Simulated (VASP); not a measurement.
Crystal: CrO2.

```
Cr O
1.0
     0.00000    2.38307    2.38307
     2.38307    0.00000    2.38307
     2.38307    2.38307    0.00000
Cr O
1 2
Direct
  0.00000 0.00000 0.00000
  0.25000 0.25000 0.25000
  0.75000 0.75000 0.75000
```

| Item | Value |
| --- | --- |
| Program | VASP 6.6.1 |
| Task | relaxation of cell and atoms |
| Functional | LDA |
| Potentials or basis | VASP PAW LDA potentials, release 64 (Cr_pv, O) |
| Cutoff | 600 eV |
| k mesh | 7 × 7 × 7 |
| Occupations | fermi-dirac, width 0.05 eV |
| Spin | collinear spin, ferromagnetic start |
| Starting moments | [3.0, 0.0, 0.0] μB |

At the start: pressure -25.3 GPa; volume 9.02 Å³/atom.

Q: Where does the relaxation end?

A: Over 4 steps the energy falls by 75.3 meV/atom and the volume is 8.15 Å³/atom (-9.6 %); space group Fm-3m (No. 225, to 0.1 Å) before and after; moment 2.00 μB per cell.

Step by step:
```tsv
step	energy change (eV)	largest force (eV/Å)	pressure (GPa)	volume (Å³)
1	0.0000	0.0000	-25.30	27.07
2	0.1009	0.0000	44.84	21.86
3	-0.2257	0.0000	-0.77	24.51
4	-0.2259	0.0000	-0.16	24.46
```

Final structure:
```
Cr O
1.0
     0.00000    2.30387    2.30387
     2.30387    0.00000    2.30387
     2.30387    2.30387    0.00000
Cr O
1 2
Direct
  0.00000 0.00000 0.00000
  0.25000 0.25000 0.25000
  0.75000 0.75000 0.75000
```

Caveat: an empty level that is flat over the whole mesh can mark a ghost state of the potentials, or a narrow d or f band; a cell with one magnetic atom can't hold antiferromagnetic order, which such compounds often take.
